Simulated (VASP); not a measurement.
# Mo2C: single point with PBEsol

The system is Mo2C, a slab with vacuum.

```xyz
6
Lattice="3.0560 0.0000 0.0000 -1.5280 2.6466 0.0000 0.0000 0.0000 20.9606" Properties=species:S:1:pos:R:3 pbc="T T T"
Mo    0.0000    1.7644    7.0000
Mo    1.5280    0.8822    9.3216
Mo    0.0000    1.7644   11.6390
Mo    1.5280    0.8822   13.9606
C     0.0000    0.0000    8.1608
C     0.0000    0.0000   12.7998
```

```json
{"Program": "VASP 6.6.1", "Task": "single point", "Functional": "PBEsol", "Potentials or basis": "VASP PAW PBE potentials, release 64 (Mo_sv, C)", "Cutoff": "520 eV", "k mesh": "6 × 6 × 1", "Occupations": "fermi-dirac, width 0.15 eV", "Spin": "no spin polarisation"}
```

The largest force is 1.218 eV/Å and the band gap on the k mesh is zero (band 32 reaches 3.57 eV, above the bottom of band 33 at 1.99 eV).

Forces in eV/Å, atoms in the order of the input:
```
Mo   0.000  0.000  1.218
Mo   0.000  0.000  0.196
Mo   0.000  0.000 -0.196
Mo   0.000  0.000 -1.218
C    0.000  0.000 -0.889
C    0.000  0.000  0.889
```

Levels at points of the mesh, in eV from the Fermi level:
```csv
k point,band 28,band 29,band 30,band 31,band 32,band 33,band 34,band 35
"(0.00, 0.00, 0.00)",-1.84,-1.52,-1.39,-1.39,-0.78,-0.75,-0.60,-0.60
"(0.50, 0.00, 0.00)",-1.44,-0.40,-0.31,0.20,0.82,1.11,1.33,1.37
```

It took 61 s on 1 thread of Intel(R) Xeon(R) Platinum 8488C (Sapphire Rapids), with other jobs on the host, peak memory 0.29 GiB.

Caveat: the k points lie up to 0.40 Å⁻¹ apart; the PAW data sets were made with another functional, which shifts forces and pressure a little.
